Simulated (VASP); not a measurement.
Here is a VASP 6.6.1 calculation.

Contents of INCAR:

```
SYSTEM = PbCSe3
ALGO     = Normal         ! electronic algorithm
EDIFF    = 1E-8           ! SCF threshold, eV
ENCUT    = 520            ! plane-wave cutoff, eV
GGA      = PS             ! functional
IBRION   = 8              ! ionic algorithm
ISIF     = 2              ! what is computed and relaxed
ISMEAR   = -1             ! smearing method
LASPH    = .TRUE.         ! aspherical terms in the spheres
LCHARG   = .FALSE.        ! write CHGCAR
LREAL    = .FALSE.        ! projectors in reciprocal space
LWAVE    = .FALSE.        ! write WAVECAR
NBANDS   = 26             ! bands
NELM     = 80             ! most SCF steps
NSW      = 1              ! ionic steps
PREC     = Accurate       ! precision mode
SIGMA    = 0.15           ! smearing width, eV
```

The input KPOINTS:

```
k-points
0
G
  8 8 8
  0 0 0
```

POSCAR

```
PbCSe3
1.0
    4.3931000000      0.0000000000      0.0000000000
    0.0000000000      4.3931000000      0.0000000000
    0.0000000000      0.0000000000      4.3931000000
Pb C Se
1 1 3
Direct
    0.0000000000      0.0000000000      0.0000000000
    0.5000000000      0.5000000000      0.5000000000
    0.5000000000      0.5000000000      0.0000000000
    0.5000000000      0.0000000000      0.5000000000
    0.0000000000      0.5000000000      0.5000000000
```

Potentials or basis: VASP PAW PBE potentials, release 64 (Pb_d, C, Se).

Launch:

```console
$ cat potpaw_PBE.64/Pb_d/POTCAR potpaw_PBE.64/C/POTCAR potpaw_PBE.64/Se/POTCAR > POTCAR
$ mpirun -np 1 vasp_std > vasp.out
```

(1) Estimate the highest phonon frequency at Γ, LO-TO splitting left out.

(2) What does it give for the most unstable mode?

Results:

(1) 166 cm⁻¹.

(2) 623i cm⁻¹.

Caveat: the cell stands under pressure or tension, which shifts response properties; some modes are imaginary.
